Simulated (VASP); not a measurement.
# Si16N (a cell with a defect) in VASP: notebook

The runs below take Si16N (a cell with a defect) through single point, with PBEsol.

Everything below comes from runs of VASP 6.6.1. Logs are shortened: lines on timing, memory, paths and dates and some standing lists are left out, and cuts for length are marked.

### 1 The cell of the first run

The cell holds a defect, 17 atoms: a = 7.679 Å, b = 7.679 Å, c = 7.679 Å, α = 60.00°, β = 60.00°, γ = 60.00°.

### 2 Single point, PBEsol, collinear spin, zero start

The input, INCAR:

```
SYSTEM = Si16N
PREC     = Accurate       ! precision mode
ENCUT    = 520            ! plane-wave cutoff, eV
EDIFF    = 1E-6           ! SCF threshold, eV
ISMEAR   = 0              ! smearing method
SIGMA    = 0.02           ! smearing width, eV
LREAL    = Auto         
LASPH    = .True.         ! aspherical terms in the spheres
NELM     = 150            ! most SCF steps
ALGO     = Normal         ! electronic algorithm
ISIF     = 2              ! what is computed and relaxed
LWAVE    = .False.        ! write WAVECAR
LCHARG   = .False.        ! write CHGCAR
ISPIN    = 2              ! spin polarisation
MAGMOM   = 0 0 0 0 0 0 0 0 0 0 0 0 0 0 0 0 0 ! initial moments
LORBIT   = 11             ! projections on sites
GGA      = PS             ! functional
NBANDS   = 52             ! bands
```

The input, KPOINTS:

```
regular mesh
0
Gamma
  2 2 2
  0 0 0
```

The input, POSCAR:

```
Si16N
1.0
    0.0000000000      5.4300000000      5.4300000000
    5.4300000000      0.0000000000      5.4300000000
    5.4300000000      5.4300000000      0.0000000000
Si N
16 1
Direct
    0.0295640884     -0.0155366483     -0.0207777164
    0.1341478821      0.1146981584      0.1159476980
   -0.0120712707     -0.0033335175      0.4817174954
    0.1416185083      0.1058906998      0.6059989871
   -0.0008355433      0.4893523020      0.0048405157
    0.1263370166      0.6159510129      0.1256581952
    0.0105862799      0.4748971455      0.5055081952
    0.1152296501      0.6222764273      0.6304563536
    0.5139744936      0.0005450276     -0.0043774401
    0.6627630755      0.1035772560      0.1478547882
    0.5080865562     -0.0582550645      0.5392705341
    0.6109146409      0.1395476059      0.6268137201
    0.5000626151      0.4775254144      0.0279732965
    0.6260064457      0.6229714549      0.1293331492
    0.4873982505      0.5055584715      0.5056934622
    0.6322744936      0.5800398711      0.6571470534
    0.7226034070      1.0423531308      0.4006098527
```

Potentials or basis: VASP PAW PBE potentials, release 64 (Si, N).

Started as:

```console
> cat potpaw_PBE.64/Si/POTCAR potpaw_PBE.64/N/POTCAR > POTCAR
> mpirun -np 1 vasp_std > vasp.out
```

OUTCAR:

```text
SYSTEM = Si16N
   PREC = Accurate
   ENCUT = 520
   EDIFF = 1E-6
   ISMEAR = 0
   LREAL = Auto
   LASPH = .True.
   NELM = 150
   ISIF = 2
   ISPIN = 2
   LORBIT = 11
   GGA = PS

 ion  position               nearest neighbor table
   1  0.030  0.984  0.979-   6 2.32  10 2.33   2 2.33   4 2.34
   2  0.134  0.115  0.116-   3 2.30   1 2.33   5 2.35   9 2.38
   3  0.988  0.997  0.482-  17 2.24   2 2.30   8 2.36  12 2.38   4 2.43
   4  0.142  0.106  0.606-   7 2.32  11 2.33   1 2.34   3 2.43
   5  0.999  0.489  0.005-  14 2.34   8 2.35   6 2.35   2 2.35
   6  0.126  0.616  0.126-   1 2.32   5 2.35  13 2.35   7 2.38
   7  0.011  0.475  0.506-   4 2.32   8 2.37  16 2.38   6 2.38
   8  0.115  0.622  0.630-  15 2.33   5 2.35   3 2.36   7 2.37
   9  0.514  0.001  0.996-  12 2.32  14 2.37   2 2.38  10 2.54
  10  0.663  0.104  0.148-  17 1.99   1 2.33  13 2.36  11 2.48   9 2.54
  11  0.508  0.942  0.539-  17 1.77  16 2.27   4 2.33  12 2.48  10 2.48
  12  0.611  0.140  0.627-  17 1.86  15 2.29   9 2.32   3 2.38  11 2.48
  13  0.500  0.478  0.028-  16 2.33  14 2.34   6 2.35  10 2.36
  14  0.626  0.623  0.129-   5 2.34  13 2.34  15 2.36   9 2.37
  15  0.487  0.506  0.506-  12 2.29   8 2.33  16 2.35  14 2.36
  16  0.632  0.580  0.657-  11 2.27  13 2.33  15 2.35   7 2.38
  17  0.723  0.042  0.401-  11 1.77  12 1.86  10 1.99   3 2.24

  LATTYP: Found a face centered cubic cell.
 ALAT       =    10.8600000000

  Lattice vectors:

 A1 = (   0.0000000000,   5.4300000000,   5.4300000000)
 A2 = (   5.4300000000,   0.0000000000,   5.4300000000)
 A3 = (   5.4300000000,   5.4300000000,   0.0000000000)

Analysis of symmetry for initial positions (statically):
=====================================================================
 Subroutine PRICEL returns:
 Original cell was already a primitive cell.

 Routine SETGRP: Setting up the symmetry group for a
 face centered cubic supercell.

 Subroutine GETGRP returns: Found  1 space group operations
 (whereof  1 operations were pure point group operations)
 out of a pool of 48 trial point group operations.

The static configuration has the point symmetry C_1 .

Analysis of symmetry for dynamics (positions and initial velocities):
=====================================================================
 Subroutine PRICEL returns:
 Original cell was already a primitive cell.

 Routine SETGRP: Setting up the symmetry group for a
 face centered cubic supercell.

 Subroutine GETGRP returns: Found  1 space group operations
 (whereof  1 operations were pure point group operations)
 out of a pool of 48 trial point group operations.

The dynamic configuration has the point symmetry C_1 .

Analysis of structural, dynamic, and magnetic symmetry:
=====================================================================
 Subroutine PRICEL returns:
 Original cell was already a primitive cell.

 Routine SETGRP: Setting up the symmetry group for a
 face centered cubic supercell.

 Subroutine GETGRP returns: Found  1 space group operations
 (whereof  1 operations were pure point group operations)
 out of a pool of 48 trial point group operations.

The overall configuration has the point symmetry C_1 .

 Subroutine INISYM returns: Found  1 space group operations
 (whereof  1 operations are pure point group operations),
 and found     1 'primitive' translations

----------------------------------------------------------------------------------------

                                     Primitive cell

  volume of cell :     320.2060

  direct lattice vectors                    reciprocal lattice vectors
     0.000000000  5.430000000  5.430000000    -0.092081031  0.092081031  0.092081031
     5.430000000  0.000000000  5.430000000     0.092081031 -0.092081031  0.092081031
     5.430000000  5.430000000  0.000000000     0.092081031  0.092081031 -0.092081031

  length of vectors
     7.679179644  7.679179644  7.679179644     0.159489025  0.159489025  0.159489025

  position of ions in fractional coordinates (direct lattice)
     0.029564088  0.984463352  0.979222284
     0.134147882  0.114698158  0.115947698
     0.987928729  0.996666482  0.481717495
     0.141618508  0.105890700  0.605998987
     0.999164457  0.489352302  0.004840516
     0.126337017  0.615951013  0.125658195
[... 9 lines left out ...]
     0.632274494  0.580039871  0.657147053
     0.722603407  0.042353131  0.400609853

  ion indices of the primitive-cell ions
   primitive index   ion index
                 1           1
                 2           2
                 3           3
[... 38 lines left out ...]

 Found      8 irreducible k-points:

 Following reciprocal coordinates:
            Coordinates               Weight
  0.000000  0.000000  0.000000      1.000000
  0.500000  0.000000  0.000000      1.000000
  0.000000  0.500000  0.000000      1.000000
  0.000000  0.000000  0.500000      1.000000
  0.500000  0.500000  0.500000      1.000000
  0.500000  0.500000  0.000000      1.000000
  0.000000  0.500000  0.500000      1.000000
  0.500000  0.000000  0.500000      1.000000
   k-points           NKPTS =      8   k-points in BZ     NKDIM =      8   number of bands    NBANDS=     52
   number of dos      NEDOS =    301   number of ions     NIONS =     17
   total plane-waves  NPLWV = 216000
   dimension x,y,z NGX =    60 NGY =   60 NGZ =   60
   dimension x,y,z NGXF=   120 NGYF=  120 NGZF=  120
   ions per type =              16   1
   NGX,Y,Z   is equivalent  to a cutoff of  12.99, 12.99, 12.99 a.u.
   NGXF,Y,Z  is equivalent  to a cutoff of  25.98, 25.98, 25.98 a.u.
 SYSTEM =  Si16N
   PREC   = accura    normal or accurate (medium, high low for compatibility)
   ISTART =      0    job   : 0-new  1-cont  2-samecut
   ICHARG =      2    charge: 1-file 2-atom 10-const
   ISPIN  =      2    spin polarized calculation?
   LNONCOLLINEAR =      F non collinear calculations
   LSORBIT =      F    spin-orbit coupling
   LASPH  =      T    aspherical Exc in radial PAW
   ENCUT  =  520.0 eV  38.22 Ry    6.18 a.u.  14.28 14.28 14.28*2*pi/ulx,y,z
   NELM   =    150;   NELMIN=  2; NELMDL= -5     # of ELM steps
   EDIFF  = 0.1E-05   stopping-criterion for ELM
   LREAL  =      T    real-space projection
   EDIFFG = 0.1E-04   stopping-criterion for IOM
   NSW    =      0    number of steps for IOM
   IBRION =     -1    ionic relax: 0-MD 1-quasi-New 2-CG
   NFREE  =      0    steps in history (QN), initial steepest desc. (CG)
   ISIF   =      2    stress and relaxation
   ISYM   =      2    0-nonsym 1-usesym 2-fastsym
   POTIM  = 0.5000    time-step for ionic-motion
   TEBEG  =    0.0;   TEEND  =   0.0 temperature during run
   PSTRESS=    0.0 pullay stress
   NELECT =      69.0000    total number of electrons
   NUPDOWN=      -1.0000    fix difference up-down
   EMIN   =  10.00;   EMAX   =-10.00  energy-range for DOS
   EFERMI =   0.00;   METHOD = LEGACY
   ISMEAR =     0;   SIGMA  =   0.02  broadening in eV -4-tet -1-fermi 0-gaus
   EFERMI_NEDOS =   21; number of points for ismear=-14 and -15
   IALGO  =     38    algorithm
   IMIX   =      4    mixing-type and parameters
     AMIX     =   0.40;   BMIX     =  1.00
     AMIX_MAG =   1.60;   BMIX_MAG =  1.00
  volume/ion in A,a.u.               =      18.84       127.11
  Fermi-wavevector in a.u.,A,eV,Ry     =   0.981480  1.854728 13.106528  0.963303
  Thomas-Fermi vector in A             =   2.112490
   LORBIT       =     11    0 simple, 1 ext, 2 COOP (PROOUT), +10 PAW based schemes
   GGA     = PS    functional components
   LHFCALC =     F    Hartree Fock is set to
   AEXX    =    0.0000 exact exchange contribution
   IVDW    =     0    specifies the selected vdW correction
   LEPSILON=     F    determine dielectric tensor
   LRPA    =     F    only Hartree local field effects (RPA)
 spin polarized calculation
 Gauss-broadening in eV      SIGMA  =   0.02
  energy-cutoff  :      520.00
  volume of cell :      320.21
 maximum number of plane-waves:      8646
 NGX is ok and might be reduce to    60
   NGX = 29   NGY = 29   NGZ = 29

 number of electron      68.9999999 magnetization      -0.0000000

 number of electron      68.9999999 magnetization       0.0000000

 Free energy of the ion-electron system (eV)
  ---------------------------------------------------
  ext. energy  EPLUGINS =         0.00000000
  ---------------------------------------------------
  free energy    TOTEN  =       -97.42160852 eV

  energy without entropy =      -97.42160852  energy(sigma->0) =      -97.42160852

 E-fermi :   6.1192     XC(G=0):  -9.7013

 val. band max:        6.0356791434   @ k =   0.5000   0.0000   0.0000
 cond. band min:       6.2029202890   @ k =   0.0000   0.0000   0.0000
 fundamental gap:      0.1672411457
 Fermi energy:         6.1192049491

 spin component 1

 k-point     1 :       0.0000    0.0000    0.0000
  band No.  band energies     occupation
      1     -10.5598      1.00000
      2      -5.6664      1.00000
      3      -4.2927      1.00000
      4      -3.8876      1.00000
      5      -3.6314      1.00000
      6      -3.1496      1.00000
[... 381 lines left out ...]
     45      10.0874      0.00000
     46      10.2210      0.00000
 Fermi energy:         6.1192049491

 spin component 2

 k-point     1 :       0.0000    0.0000    0.0000
  band No.  band energies     occupation
      1     -10.5598      1.00000
      2      -5.6664      1.00000
      3      -4.2927      1.00000
      4      -3.8876      1.00000
      5      -3.6314      1.00000
      6      -3.1496      1.00000
[... 381 lines left out ...]
     45      10.0874      0.00000
     46      10.2210      0.00000
 [bands above 46 left out]

------------------------ aborting loop because EDIFF is reached ----------------------------------------

  FORCE on cell =-STRESS in cart. coord.  units (eV):
  Direction    XX          YY          ZZ          XY          YZ          ZX
  --------------------------------------------------------------------------------------
  -------------------------------------------------------------------------------------
  Total        1.9951402      0.7522350      4.7523434     -2.3210952     -1.9472940      0.8517084
  in kB        9.9828495      3.7638700     23.7787439    -11.6137920     -9.7434469      4.2615934
  external PRESSURE =      12.5084878 kB  Pullay stress =       0.0000000 kB

 VOLUME and BASIS-vectors are now :
 -----------------------------------------------------------------------------
  energy-cutoff  :      520.00
  volume of cell :      320.21
      direct lattice vectors                 reciprocal lattice vectors
     0.000000000  5.430000000  5.430000000    -0.092081031  0.092081031  0.092081031
     5.430000000  0.000000000  5.430000000     0.092081031 -0.092081031  0.092081031
     5.430000000  5.430000000  0.000000000     0.092081031  0.092081031 -0.092081031

 POSITION                                       TOTAL-FORCE (eV/Angst)
 -----------------------------------------------------------------------------------
     10.66281      5.47771      5.50617         0.137766     -0.171483     -0.105471
      1.25241      1.35802      1.35123        -0.208599      0.063382      0.601745
      8.02762      7.98018     10.77635         0.002145      0.460972     -0.127504
      3.86556      4.05956      1.34397        -0.010410      0.081355     -0.227407
      2.68347      5.45175      8.08265        -0.082892      0.011336      0.111126
      4.02694      1.36833      4.03062        -0.086837      0.431994     -0.306217
[... 9 lines left out ...]
      6.71793      7.00156      6.58287        -0.418609      0.152535     -0.119874
      2.40529      6.09905      4.15371         0.025541     -0.355414      0.013739
 -----------------------------------------------------------------------------------
    total drift:                                0.001869      0.000158     -0.003833

  FREE ENERGIE OF THE ION-ELECTRON SYSTEM (eV)
  ---------------------------------------------------
  free  energy   TOTEN  =       -97.4216085169 eV

  energy  without entropy=      -97.4216085168  energy(sigma->0) =      -97.42160852

 total charge

# of ion       s       p       d       tot
------------------------------------------
    1        0.749   0.956   0.000   1.706
    2        0.747   0.952   0.000   1.699
    3        0.759   0.885   0.000   1.644
    4        0.768   0.930   0.000   1.697
    5        0.740   0.955   0.000   1.695
    6        0.740   0.951   0.000   1.691
[... 9 lines left out ...]
   16        0.748   0.967   0.000   1.715
   17        1.287   2.437   0.000   3.724
--------------------------------------------------
tot         13.291  17.359   0.000  30.650

 magnetization (x)

# of ion       s       p       d       tot
------------------------------------------
    1       -0.000  -0.000   0.000  -0.000
    2        0.000   0.000   0.000   0.000
    3        0.000  -0.000   0.000  -0.000
    4        0.000   0.000   0.000   0.000
    5        0.000  -0.000   0.000  -0.000
    6        0.000  -0.000   0.000  -0.000
[... 9 lines left out ...]
   16        0.000   0.000   0.000   0.000
   17        0.000   0.000   0.000   0.000
--------------------------------------------------
tot          0.000   0.000   0.000   0.000
```

Wall time 7.9 min (1 thread of AMD EPYC 9R14 (Zen 4), shared host); peak memory 0.68 GiB.

Results:

| Property | Result |
| --- | --- |
| Free energy | -97.4216 eV |
| Pressure | 1.3 GPa |
| Largest force | 0.790 eV/Å |
| Net moment | 0.00 μB per cell |
| Valence electrons inside the program's atomic spheres | Si 1.71, 1.70, 1.64, 1.69, 1.68, 1.66, 1.61, 1.72; N 3.72 |

Forces on the atoms (eV/Å):
```
Si   0.138 -0.171 -0.105
Si  -0.209  0.063  0.602
Si   0.002  0.461 -0.128
Si  -0.010  0.081 -0.227
Si  -0.083  0.011  0.111
Si  -0.087  0.432 -0.306
Si   0.354 -0.395  0.376
Si  -0.012 -0.206 -0.089
Si   0.365  0.439 -0.547
Si   0.276 -0.105  0.123
Si   0.010 -0.035 -0.221
Si  -0.415 -0.375  0.536
Si  -0.188  0.139 -0.167
Si   0.150 -0.058  0.033
Si   0.103 -0.078  0.117
Si  -0.419  0.153 -0.120
N    0.026 -0.355  0.014
```

Caveat: the k points lie up to 0.50 Å⁻¹ apart; the PAW data sets were made with another functional, which shifts forces and pressure a little.

### 3 Single point, PBEsol, collinear spin, zero start

The input, INCAR:

```
PREC = Accurate ; ENCUT = 520
EDIFF = 1E-7 ; ISMEAR = 0
SIGMA = 0.02 ; LREAL = Auto
LASPH = True ; NELM = 150
ALGO = Normal ; ISIF = 2
LWAVE = False ; LCHARG = False
ISPIN = 2 ; MAGMOM = 0 0 0 0 0 0 0 0 0 0 0 0 0 0 0 0 0
LORBIT = 11 ; GGA = PS
NBANDS = 52
```

The input, KPOINTS:

```
Automatic mesh
0
Gamma
  2 2 2
```

The input, POSCAR:

```
Si16N
1.0
    0.0000000000      5.4300000000      5.4300000000
    5.4300000000      0.0000000000      5.4300000000
    5.4300000000      5.4300000000      0.0000000000
Si N
16 1
Direct
    0.0442047882      0.0039987109     -0.0645865562
    0.1148103131      0.1160506446      0.1254648250
   -0.0123705341     -0.0071900552      0.4971305709
    0.1627778085      0.1256750460      0.5645866483
   -0.0041802026      0.4927525783      0.0056639963
    0.1225232044      0.6315937385      0.1164289134
    0.0006553407      0.5012210866      0.4897225599
    0.1178857274      0.6166081952      0.6328028545
    0.4867639963     -0.0133943831      0.0522794659
    0.6782906077      0.1157837937      0.0960948435
    0.5180882136     -0.0341963168      0.5506609576
    0.6157114180      0.1065386740      0.6830191529
    0.4961174954      0.4844948435      0.0229830571
    0.6199604052      0.6077368324      0.1537871087
    0.4926709024      0.4810797422      0.5276250460
    0.6256606814      0.5947562615      0.6559424494
    0.7306900552      0.9933896869      0.3268532228
```

Potentials or basis: VASP PAW PBE potentials, release 64 (Si, N).

Started as:

```console
> cat potpaw_PBE.64/Si/POTCAR potpaw_PBE.64/N/POTCAR > POTCAR
> mpirun -np 1 vasp_std > vasp.out
```

Wall time 10 min (1 thread of AMD EPYC 9R14 (Zen 4), shared host); peak memory 0.69 GiB.

The run converged. Its results:

```yaml
Free_energy: -97.9625 eV
Pressure: 1.7 GPa
Largest_force: 0.135 eV/Å
Net_moment: 0.00 μB per cell
Valence_electrons_inside_the_program's_atomic_spheres: Si 1.69, 1.67, 1.66, 1.70, 1.68, 1.71; N 3.79
```

Forces in eV/Å, atoms in the order of the input:
```
Si   0.014  0.018  0.012
Si  -0.042 -0.012 -0.007
Si  -0.003  0.012  0.030
Si   0.020 -0.037 -0.051
Si  -0.015  0.020  0.013
Si  -0.006  0.002 -0.008
Si   0.018 -0.013  0.022
Si   0.016 -0.023  0.006
Si  -0.038 -0.005  0.052
Si   0.044  0.065 -0.061
Si   0.051 -0.032 -0.093
Si   0.025 -0.028  0.039
Si  -0.004  0.048 -0.033
Si   0.010 -0.018  0.020
Si  -0.012 -0.008 -0.002
Si   0.024 -0.005 -0.025
N   -0.102  0.016  0.087
```

Stress tensor (GPa, compression positive):
```
 1.72  1.47 -2.07
 1.47  1.51 -1.55
-2.07 -1.55  1.77
```

Levels at points of the mesh, in eV from the Fermi level:
Spin up:
```csv
k point,band 31,band 32,band 33,band 34,band 35,band 36,band 37,band 38,band 39,band 40
"(0.00, 0.00, 0.00)",-0.77,-0.62,-0.24,0.06,0.18,0.60,0.84,0.88,1.02,1.30
"(0.50, 0.00, 0.00)",-0.82,-0.66,-0.62,-0.52,-0.16,1.36,1.58,1.59,1.73,1.95
"(0.00, 0.50, 0.00)",-1.03,-0.63,-0.59,-0.50,-0.06,1.38,1.49,1.61,1.67,1.75
"(0.00, 0.00, 0.50)",-0.94,-0.64,-0.54,-0.35,0.51,1.31,1.57,1.63,1.73,1.89
"(0.50, 0.50, 0.50)",-1.04,-0.65,-0.59,-0.44,-0.15,1.44,1.47,1.63,1.75,1.77
"(0.50, 0.50, 0.00)",-1.22,-1.10,-0.90,-0.55,-0.20,1.54,1.56,2.40,2.47,2.68
"(0.00, 0.50, 0.50)",-1.20,-1.17,-0.95,-0.69,-0.14,1.54,1.59,2.38,2.45,2.70
"(0.50, 0.00, 0.50)",-1.22,-1.13,-1.03,-0.81,0.59,1.28,1.58,2.43,2.56,2.62
```
Spin down:
```csv
k point,band 33,band 34,band 35,band 36,band 37,band 38
"(0.00, 0.00, 0.00)",-0.24,0.06,0.18,0.60,0.84,0.88
"(0.50, 0.00, 0.00)",-0.62,-0.52,-0.16,1.36,1.58,1.59
"(0.00, 0.50, 0.00)",-0.59,-0.50,-0.06,1.38,1.49,1.61
"(0.00, 0.00, 0.50)",-0.54,-0.35,0.51,1.31,1.57,1.63
"(0.50, 0.50, 0.50)",-0.59,-0.44,-0.15,1.44,1.47,1.63
"(0.50, 0.50, 0.00)",-0.90,-0.55,-0.20,1.54,1.56,2.40
"(0.00, 0.50, 0.50)",-0.95,-0.69,-0.14,1.54,1.59,2.38
"(0.50, 0.00, 0.50)",-1.03,-0.81,0.59,1.28,1.58,2.43
```

Caveat: the k points lie up to 0.50 Å⁻¹ apart; the PAW data sets were made with another functional, which shifts forces and pressure a little.
